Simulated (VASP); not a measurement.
Here is a VASP 6.6.1 calculation.

INCAR

```
ALGO = Fast ; EDIFF = 1E-7
ENCUT = 520 ; GGA = PS
ISIF = 2 ; ISMEAR = 0
LASPH = T ; LCHARG = F
LREAL = F ; LWAVE = F
NBANDS = 22 ; NELM = 80
PREC = Accurate ; SIGMA = 0.15
```

KPOINTS

```
k-points
0
Gamma
  18 18 12
```

POSCAR

```
Rh
1.0
    2.8129084135      0.0000000000      0.0000000000
   -1.4064542067      2.4360501446      0.0000000000
    0.0000000000      0.0000000000      4.4284890000
Rh
2
Direct
    0.6666666667      0.3333333333      0.7500000000
    0.3333333333      0.6666666667      0.2500000000
```

Potentials or basis: VASP PAW PBE potentials, release 64 (Rh_pv).

Command:

```bash
$ cat potpaw_PBE.64/Rh_pv/POTCAR > POTCAR
$ mpirun -np 1 vasp_std > vasp.out
```

What does it give for the pressure?

-24.4 GPa.

What does it give for the band gap on the k mesh?

Zero (band 15 reaches 10.67 eV, above the bottom of band 16 at 8.62 eV).

Stress tensor (GPa, compression positive):
```
-25.53   0.00   0.00
  0.00 -25.53   0.00
  0.00   0.00 -22.14
```

Caveat: the cell differs from its parent crystal (strain +0.030 along x and y, +0.000 along z); the PAW data sets were made with another functional, which shifts forces and pressure a little.
